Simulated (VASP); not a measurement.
# HfSi2B2 (I4/mmm) in VASP: a series of runs

HfSi2B2 is run at these levels: PBE; tasks: relaxation of cell and atoms, single point.

All numbers are computed with VASP 6.6.1; they aren't measurements. Logs are shortened: lines on timing, memory, paths and dates and some standing lists are left out, and cuts for length are marked.

## Step 1: The cell of the first run

The structure is tetragonal, space group I4/mmm (No. 139). The conventional cell has a = 3.665 Å, b = 3.665 Å, c = 9.243 Å, α = 90.00°, β = 90.00°, γ = 90.00°. Within 3.7 Å of Hf (site symmetry 4/mmm) lie 10 B at 2.83 to 3.49 Å and 8 Si at 2.95 Å and 4 Hf at 3.67 Å. Within 3.0 Å of Si (site symmetry -4m2) lie 4 B at 2.18 Å and 4 Si at 2.59 Å and 4 Hf at 2.95 Å. B (site symmetry 4mm) has 4 Si at 2.18 Å and 1 B at 2.26 Å and 4 Hf at 2.83 Å within 2.9 Å.

The cell was built from a structure type or drawn by symmetry, and may not be a known phase.

## Step 2: Relaxation of cell and atoms, PBE

Input file INCAR:

```
PREC = Accurate ; ENCUT = 600
EDIFF = 1E-6 ; ISMEAR = 0
SIGMA = 0.1 ; LREAL = False
LASPH = True ; NELM = 80
ALGO = Normal ; ISIF = 3
LWAVE = False ; LCHARG = False
GGA = PE ; IBRION = 2
NSW = 90 ; EDIFFG = -0.04
```

Input file KPOINTS:

```
Automatic mesh
0
Gamma
  6 6 6
```

Input file POSCAR:

```
HfSi2B2
1.0
   -1.8326717700      1.8326717700      4.6217082500
    1.8326717700     -1.8326717700      4.6217082500
    1.8326717700      1.8326717700     -4.6217082500
Hf Si B
1 2 2
Direct
    0.0000000000      0.0000000000      0.0000000000
    0.7500000000      0.2500000000      0.5000000000
    0.2500000000      0.7500000000      0.5000000000
    0.3779999900      0.3779999900      0.0000000000
    0.6220000100      0.6220000100      0.0000000000
```

Potentials or basis: VASP PAW PBE potentials, release 64 (Hf_pv, Si, B).

Started as:

```sh
$ cat potpaw_PBE.64/Hf_pv/POTCAR potpaw_PBE.64/Si/POTCAR potpaw_PBE.64/B/POTCAR > POTCAR
$ mpirun -np 1 vasp_std > vasp.out
```

OUTCAR:

```text
PREC = Accurate
   ENCUT = 600
   EDIFF = 1E-6
   ISMEAR = 0
   LREAL = False
   LASPH = True
   NELM = 80
   ISIF = 3
   GGA = PE
   IBRION = 2
   NSW = 90
   EDIFFG = -0.04

 ion  position               nearest neighbor table
   1  0.000  0.000  0.000-   5 2.83   5 2.83   4 2.83   4 2.83   5 2.83   5 2.83   4 2.83   4 2.83
                             2 2.95   2 2.95   3 2.95   3 2.95   2 2.95   3 2.95   2 2.95   3 2.95
   2  0.750  0.250  0.500-   4 2.18   5 2.18   4 2.18   5 2.18   3 2.59   3 2.59   3 2.59   3 2.59
                             1 2.95   1 2.95   1 2.95   1 2.95
   3  0.250  0.750  0.500-   4 2.18   5 2.18   4 2.18   5 2.18   2 2.59   2 2.59   2 2.59   2 2.59
                             1 2.95   1 2.95   1 2.95   1 2.95
   4  0.378  0.378  0.000-   3 2.18   2 2.18   2 2.18   3 2.18   1 2.83   1 2.83   1 2.83   1 2.83

   5  0.622  0.622  0.000-   3 2.18   2 2.18   2 2.18   3 2.18   1 2.83   1 2.83   1 2.83   1 2.83

  LATTYP: Found a body centered tetragonal cell.
 ALAT       =     3.6653435400
 C/A-ratio  =     2.5218417862

  Lattice vectors:

 A1 = (  -1.8326717700,   1.8326717700,   4.6217082500)
 A2 = (   1.8326717700,  -1.8326717700,   4.6217082500)
 A3 = (   1.8326717700,   1.8326717700,  -4.6217082500)

Analysis of symmetry for initial positions (statically):
=====================================================================
 Subroutine PRICEL returns:
 Original cell was already a primitive cell.

 Routine SETGRP: Setting up the symmetry group for a
 body centered tetragonal supercell.

 Subroutine GETGRP returns: Found 16 space group operations
 (whereof 16 operations were pure point group operations)
 out of a pool of 16 trial point group operations.

The static configuration has the point symmetry D_4h.

Analysis of symmetry for dynamics (positions and initial velocities):
=====================================================================
 Subroutine PRICEL returns:
 Original cell was already a primitive cell.

 Routine SETGRP: Setting up the symmetry group for a
 body centered tetragonal supercell.

 Subroutine GETGRP returns: Found 16 space group operations
 (whereof 16 operations were pure point group operations)
 out of a pool of 16 trial point group operations.

The dynamic configuration has the point symmetry D_4h.

 Subroutine INISYM returns: Found 16 space group operations
 (whereof 16 operations are pure point group operations),
 and found     1 'primitive' translations

----------------------------------------------------------------------------------------

                                     Primitive cell

  volume of cell :      62.0915

  direct lattice vectors                    reciprocal lattice vectors
    -1.832671770  1.832671770  4.621708250     0.000000000  0.272825723  0.108185107
     1.832671770 -1.832671770  4.621708250     0.272825723  0.000000000  0.108185107
     1.832671770  1.832671770 -4.621708250     0.272825723  0.272825723  0.000000000

  length of vectors
     5.298826170  5.298826170  5.298826170     0.293492576  0.293492576  0.385833837

  position of ions in fractional coordinates (direct lattice)
     0.000000000  0.000000000  0.000000000
     0.750000000  0.250000000  0.500000000
     0.250000000  0.750000000  0.500000000
     0.377999990  0.377999990  0.000000000
     0.622000010  0.622000010  0.000000000

  ion indices of the primitive-cell ions
   primitive index   ion index
                 1           1
                 2           2
                 3           3
                 4           4
                 5           5

----------------------------------------------------------------------------------------

 KPOINTS: Automatic mesh

Automatic generation of k-mesh.
 Grid dimensions read from file:
 generate k-points for:    6    6    6

 Generating k-lattice:

  Cartesian coordinates                     Fractional coordinates (reciprocal lattice)
     0.000000000  0.045470954  0.018030851     0.166666667  0.000000000  0.000000000
     0.045470954  0.000000000  0.018030851     0.000000000  0.166666667  0.000000000
     0.045470954  0.045470954  0.000000000     0.000000000  0.000000000  0.166666667

  Length of vectors
     0.048915429  0.048915429  0.064305640

  Shift w.r.t. Gamma in fractional coordinates (k-lattice)
     0.000000000  0.000000000  0.000000000

 Subroutine IBZKPT returns following result:
 ===========================================

 Found     30 irreducible k-points:

 Following reciprocal coordinates:
            Coordinates               Weight
  0.000000  0.000000  0.000000      1.000000
  0.166667 -0.000000  0.000000      8.000000
  0.333333  0.000000  0.000000      8.000000
  0.500000 -0.000000  0.000000      4.000000
  0.166667  0.166667  0.000000      8.000000
  0.333333  0.166667  0.000000     16.000000
[... 16 lines left out ...]
 -0.333333 -0.333333  0.166667      8.000000
 -0.166667 -0.333333  0.166667      8.000000
 [... further k-points ...]
   k-points           NKPTS =     30   k-points in BZ     NKDIM =     30   number of bands    NBANDS=     16
   number of dos      NEDOS =    301   number of ions     NIONS =      5
   total plane-waves  NPLWV =  74088
   dimension x,y,z NGX =    42 NGY =   42 NGZ =   42
   dimension x,y,z NGXF=    84 NGYF=   84 NGZF=   84
   ions per type =               1   2   2
   NGX,Y,Z   is equivalent  to a cutoff of  13.18, 13.18, 13.18 a.u.
   NGXF,Y,Z  is equivalent  to a cutoff of  26.35, 26.35, 26.35 a.u.
 SYSTEM =  unknown system
   PREC   = accura    normal or accurate (medium, high low for compatibility)
   ISTART =      0    job   : 0-new  1-cont  2-samecut
   ICHARG =      2    charge: 1-file 2-atom 10-const
   ISPIN  =      1    spin polarized calculation?
   LNONCOLLINEAR =      F non collinear calculations
   LSORBIT =      F    spin-orbit coupling
   LASPH  =      T    aspherical Exc in radial PAW
   ENCUT  =  600.0 eV  44.10 Ry    6.64 a.u.  10.58 10.58 10.58*2*pi/ulx,y,z
   NELM   =     80;   NELMIN=  2; NELMDL= -5     # of ELM steps
   EDIFF  = 0.1E-05   stopping-criterion for ELM
   LREAL  =      F    real-space projection
   EDIFFG = -.4E-01   stopping-criterion for IOM
   NSW    =     90    number of steps for IOM
   IBRION =      2    ionic relax: 0-MD 1-quasi-New 2-CG
   NFREE  =      1    steps in history (QN), initial steepest desc. (CG)
   ISIF   =      3    stress and relaxation
   ISYM   =      2    0-nonsym 1-usesym 2-fastsym
   POTIM  = 0.5000    time-step for ionic-motion
   TEBEG  =    0.0;   TEEND  =   0.0 temperature during run
   PSTRESS=    0.0 pullay stress
   NELECT =      24.0000    total number of electrons
   NUPDOWN=      -1.0000    fix difference up-down
   EMIN   =  10.00;   EMAX   =-10.00  energy-range for DOS
   EFERMI =   0.00;   METHOD = LEGACY
   ISMEAR =     0;   SIGMA  =   0.10  broadening in eV -4-tet -1-fermi 0-gaus
   EFERMI_NEDOS =   21; number of points for ismear=-14 and -15
   IALGO  =     38    algorithm
   IMIX   =      4    mixing-type and parameters
     AMIX     =   0.40;   BMIX     =  1.00
     AMIX_MAG =   1.60;   BMIX_MAG =  1.00
  volume/ion in A,a.u.               =      12.42        83.80
  Fermi-wavevector in a.u.,A,eV,Ry     =   1.192526  2.253548 19.349102  1.422119
  Thomas-Fermi vector in A             =   2.328562
   LORBIT       =      0    0 simple, 1 ext, 2 COOP (PROOUT), +10 PAW based schemes
   GGA     = PE    functional components
   LHFCALC =     F    Hartree Fock is set to
   AEXX    =    0.0000 exact exchange contribution
   IVDW    =     0    specifies the selected vdW correction
   LEPSILON=     F    determine dielectric tensor
   LRPA    =     F    only Hartree local field effects (RPA)
 conjugate gradient relaxation of ions
 non-spin polarized calculation
 Gauss-broadening in eV      SIGMA  =   0.10
  energy-cutoff  :      600.00
  volume of cell :       62.09
 maximum number of plane-waves:      2099
   NGX = 21   NGY = 21   NGZ = 21

--------------------------------------- Ionic step        1  -------------------------------------------

 number of electron      24.0000000 magnetization

 Free energy of the ion-electron system (eV)
  ---------------------------------------------------
  ext. energy  EPLUGINS =         0.00000000
  ---------------------------------------------------
  free energy    TOTEN  =       -32.73177218 eV

  energy without entropy =      -32.71248279  energy(sigma->0) =      -32.72212748

------------------------ aborting loop because EDIFF is reached ----------------------------------------

  FORCE on cell =-STRESS in cart. coord.  units (eV):
  Direction    XX          YY          ZZ          XY          YZ          ZX
  --------------------------------------------------------------------------------------
  -------------------------------------------------------------------------------------
  Total       -4.4196286     -4.4196286     -5.5763564      0.0000000      0.0000000      0.0000000
  in kB     -114.0419036   -114.0419036   -143.8895351      0.0000000      0.0000000      0.0000000
  external PRESSURE =    -123.9911141 kB  Pullay stress =       0.0000000 kB
[... 98 lines left out ...]
  FREE ENERGIE OF THE ION-ELECTRON SYSTEM (eV)
  ---------------------------------------------------
  free  energy   TOTEN  =       -33.0618782834 eV

  energy  without entropy=      -33.0403048021  energy(sigma->0) =      -33.05109154

 E-fermi :  10.5974     XC(G=0): -12.3743

 val. band max:       10.5817873572   @ k =   0.3333   0.3333   0.0000
 cond. band min:      10.6004509656   @ k =  -0.3333  -0.3333   0.1667
 fundamental gap:      0.0186636084
 Fermi energy:        10.5973855527

 k-point     1 :       0.0000    0.0000    0.0000
  band No.  band energies     occupation
      1     -20.3124      2.00000
      2     -20.2945      2.00000
      3     -20.2945      2.00000
      4      -5.3277      2.00000
      5       1.4701      2.00000
      6       2.1583      2.00000
[... 8 lines left out ...]
     15      13.2463      0.00000
     16      14.3833      0.00000
[... 420 lines left out ...]
  band No.  band energies     occupation
      1     -20.3525      2.00000
      2     -20.3173      2.00000
      3     -20.2890      2.00000
      4      -4.5578      2.00000
      5      -0.3363      2.00000
      6       2.8400      2.00000
[... 8 lines left out ...]
     15      12.3918      0.00000
     16      13.5353      0.00000

 [... further k-points ...]

[... ionic steps 4 to 11 ...]

--------------------------------------- Ionic step       12  -------------------------------------------

 number of electron      24.0000001 magnetization

------------------------ aborting loop because EDIFF is reached ----------------------------------------

  FORCE on cell =-STRESS in cart. coord.  units (eV):
  Direction    XX          YY          ZZ          XY          YZ          ZX
  --------------------------------------------------------------------------------------
  -------------------------------------------------------------------------------------
  Total        0.0476132      0.0476132      0.1959283      0.0000000     -0.0000000      0.0000000
  in kB        1.3635432      1.3635432      5.6109852      0.0000000     -0.0000000      0.0000000
  external PRESSURE =       2.7793572 kB  Pullay stress =       0.0000000 kB
[... 63 lines left out ...]
  energy  without entropy=      -33.5605047378  energy(sigma->0) =      -33.56713070

--------------------------------------- Ionic step       14  -------------------------------------------

 number of electron      24.0000001 magnetization

 Free energy of the ion-electron system (eV)
  ---------------------------------------------------
  ext. energy  EPLUGINS =         0.00000000
  ---------------------------------------------------
  free energy    TOTEN  =       -33.57419180 eV

  energy without entropy =      -33.56049640  energy(sigma->0) =      -33.56734410

 E-fermi :   9.7337     XC(G=0): -12.1116

 val. band max:        9.7282232188   @ k =   0.1667   0.1667   0.0000
 cond. band min:       9.7756155094   @ k =  -0.3333   0.3333   0.3333
 fundamental gap:      0.0473922905
 Fermi energy:         9.7336906188

 k-point     1 :       0.0000    0.0000    0.0000
  band No.  band energies     occupation
      1     -21.2208      2.00000
      2     -21.1665      2.00000
      3     -21.1665      2.00000
      4      -5.4528      2.00000
      5       0.5149      2.00000
      6       1.5070      2.00000
[... 8 lines left out ...]
     15      12.1881      0.00000
     16      13.4917      0.00000
[... 420 lines left out ...]
  band No.  band energies     occupation
      1     -21.2217      2.00000
      2     -21.2187      2.00000
      3     -21.1610      2.00000
      4      -4.7471      2.00000
      5      -0.9431      2.00000
      6       2.6454      2.00000
[... 8 lines left out ...]
     15      11.5456      0.00000
     16      12.8674      0.00000

 [... further k-points ...]

------------------------ aborting loop because EDIFF is reached ----------------------------------------

  FORCE on cell =-STRESS in cart. coord.  units (eV):
  Direction    XX          YY          ZZ          XY          YZ          ZX
  --------------------------------------------------------------------------------------
  -------------------------------------------------------------------------------------
  Total       -0.1052068     -0.1052068     -0.0089364      0.0000000     -0.0000000      0.0000000
  in kB       -3.0010893     -3.0010893     -0.2549174      0.0000000     -0.0000000      0.0000000
  external PRESSURE =      -2.0856986 kB  Pullay stress =       0.0000000 kB
[... 20 lines left out ...]
  FREE ENERGIE OF THE ION-ELECTRON SYSTEM (eV)
  ---------------------------------------------------
  free  energy   TOTEN  =       -33.5741918039 eV

  energy  without entropy=      -33.5604963964  energy(sigma->0) =      -33.56734410

 reached required accuracy - stopping structural energy minimisation
```

Run time: 8.6 min. Hardware: 1 thread of AMD EPYC 7R43 (Zen 3), shared host; peak memory 0.26 GiB.

What came out:

- Free energy: -33.5742 eV
- Relaxed volume: 11.23 Å³/atom
- Relaxed cell: a = 5.240 Å, b = 5.240 Å, c = 5.240 Å, α = 141.15°, β = 141.15°, γ = 56.11°
- Space group after relaxing (to 0.1 Å): I4/mmm (No. 139)
- Energy gained by relaxing: 168.5 meV/atom
- Ionic steps: 14
- Pressure after relaxing: -0.2 GPa
- Largest force after relaxing: 0.022 eV/Å
- Band gap on the k mesh: zero (bands 12 and 13 overlap by 1.54 eV)

Forces on the atoms (eV/Å):
```
Hf   0.000  0.000  0.000
Si   0.000  0.000  0.000
Si   0.000  0.000  0.000
B    0.000  0.000  0.022
B    0.000  0.000 -0.022
```

Stress tensor (GPa, compression positive):
```
-0.30  0.00  0.00
 0.00 -0.30  0.00
 0.00  0.00 -0.03
```

Step by step:
```csv
step,energy change (eV),largest force (eV/Å),pressure (GPa),volume (Å³)
1,0.0000,0.9303,-12.40,62.09
2,-0.3083,1.8118,8.00,53.85
3,-0.3301,1.6744,2.83,55.35
4,-0.5921,1.3005,5.69,53.99
5,-0.6816,0.3989,10.25,52.92
6,-0.8140,0.5137,0.32,56.20
7,-0.8151,0.4356,0.95,55.94
8,-0.8343,0.2952,-1.42,56.38
9,-0.8355,0.1726,-0.99,56.29
10,-0.8395,0.1433,0.12,55.94
11,-0.8398,0.1334,0.54,55.81
12,-0.8414,0.0495,0.28,55.95
13,-0.8420,0.0347,0.03,56.09
14,-0.8424,0.0216,-0.21,56.17
```

Final structure:
```
CELL_PARAMETERS angstrom
-1.74256 1.74256 4.62421
1.74256 -1.74256 4.62421
1.74256 1.74256 -4.62421
ATOMIC_POSITIONS crystal
Hf 0.00000 0.00000 0.00000
Si 0.75000 0.25000 0.50000
Si 0.25000 0.75000 0.50000
B 0.40936 0.40936 0.00000
B 0.59064 0.59064 0.00000
```

Levels at points of the mesh, in eV from the Fermi level:
```tsv
k point	band 10	band 11	band 12	band 13	band 14	band 15
(0.00, 0.00, 0.00)	-2.06	-2.06	-1.74	-0.71	2.15	2.45
(0.50, 0.00, 0.00)	-3.05	-1.82	-0.66	0.66	0.92	2.70
(0.50, 0.50, 0.00)	-5.25	-1.44	-1.13	-0.28	1.95	4.25
(0.50, 0.50, 0.50)	-2.35	-1.30	-1.30	0.78	2.25	2.39
```

Caveat: spin-orbit coupling is left out, which moves the levels of the heavy elements.

## Step 3: Single point, PBE

This run uses another cell than the first one, of 11.29 Å³/atom.

Input file INCAR:

```
SYSTEM = HfSi2B2
PREC = Accurate
ENCUT = 520
EDIFF = 1E-6
ISMEAR = 0
SIGMA = 0.1
LREAL = .FALSE.
LASPH = .TRUE.
NELM = 80
ALGO = Normal
ISIF = 2
LWAVE = .FALSE.
LCHARG = .FALSE.
GGA = PE
NBANDS = 20
```

Input file KPOINTS:

```
regular mesh
0
G
  16 16 16
  0 0 0
```

Input file POSCAR:

```
HfSi2B2
1.0
   -1.7398416669      1.7398416669      4.6616898641
    1.7398416669     -1.7398416669      4.6616898641
    1.7398416669      1.7398416669     -4.6616898641
Hf Si B
1 2 2
Direct
    0.0000000000      0.0000000000      0.0000000000
    0.7500000000      0.2500000000      0.5000000000
    0.2500000000      0.7500000000      0.5000000000
    0.4110267913      0.4110267913      0.0000000000
    0.5889732087      0.5889732087      0.0000000000
```

Potentials or basis: VASP PAW PBE potentials, release 64 (Hf_pv, Si, B).

Started as:

```sh
$ cat potpaw_PBE.64/Hf_pv/POTCAR potpaw_PBE.64/Si/POTCAR potpaw_PBE.64/B/POTCAR > POTCAR
$ mpirun -np 1 vasp_std > vasp.out
```

Run time: 13 min. Hardware: 1 thread of AMD EPYC 7R43 (Zen 3), shared host; peak memory 0.5 GiB.

Results (log left out):

```
Free energy            : -33.6298 eV
Pressure               : -0.4 GPa
Band gap on the k mesh : zero (bands 12 and 13 overlap by 2.03 eV)
```

Stress tensor (GPa, compression positive):
```
-0.45  0.00  0.00
 0.00 -0.45  0.00
 0.00  0.00 -0.36
```

Levels at points of the mesh, in eV from the Fermi level:
```csv
k point,band 8,band 9,band 10,band 11,band 12,band 13,band 14,band 15,band 16,band 17
"(0.00, 0.00, 0.00)",-4.82,-2.79,-2.02,-2.02,-1.66,-0.64,2.17,2.41,3.65,3.74
"(0.50, 0.00, 0.00)",-4.32,-3.78,-3.11,-1.70,-0.63,0.71,1.01,2.59,3.45,3.52
"(0.50, 0.50, 0.00)",-7.38,-5.48,-5.21,-1.49,-1.21,-0.41,1.80,4.27,4.41,5.40
"(0.50, 0.50, 0.50)",-4.75,-3.89,-2.24,-1.25,-1.25,0.59,1.85,1.85,2.19,2.41
```

Caveat: spin-orbit coupling is left out, which moves the levels of the heavy elements.
